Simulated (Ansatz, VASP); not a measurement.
One calculation of Fe, two programs

```xyz
4
Lattice="2.5270 0.0000 0.0000 -1.2635 2.1884 0.0000 0.0000 0.0000 8.7139" Properties=species:S:1:pos:R:3 pbc="T T T"
Fe    0.0000    0.0000    0.0000
Fe    0.0000    0.0000    4.3569
Fe    0.0000    1.4589    6.5354
Fe    1.2635    0.7295    2.1785
```

Alike in both runs: functional PBE; k mesh 9 × 9 × 2; occupations gaussian, width 0.1 eV; collinear spin.

Ansatz relaxed the structure, and its values are those at the end. VASP's run is a single point on that final structure, the one shown.

|  | VASP | Ansatz |
| --- | --- | --- |
| version | VASP 6.6.1 | Ansatz 0.2.0 |
| potentials or method | VASP PAW PBE potentials, release 64 (Fe_sv), cutoff 600 eV | scalar-relativistic, plane waves, PAW |
| valence electrons in the cell | 64 | 64 |

```csv
,VASP,Ansatz,Ansatz less VASP
gap on the k mesh at the Fermi level (eV),none,none,-
pressure (GPa),-3.3,0.0,+3.32
net moment per atom (μB),2.58,2.57,-0.003
size of the moment on the site where the two differ most (μB),2.54,2.60,+0.064
```

Site moments also hang on the region over which each program counts them. A gap of «none» marks a metal or a gap that the smearing closes.

The k mesh is coarse, so the values compare programs but aren't converged.
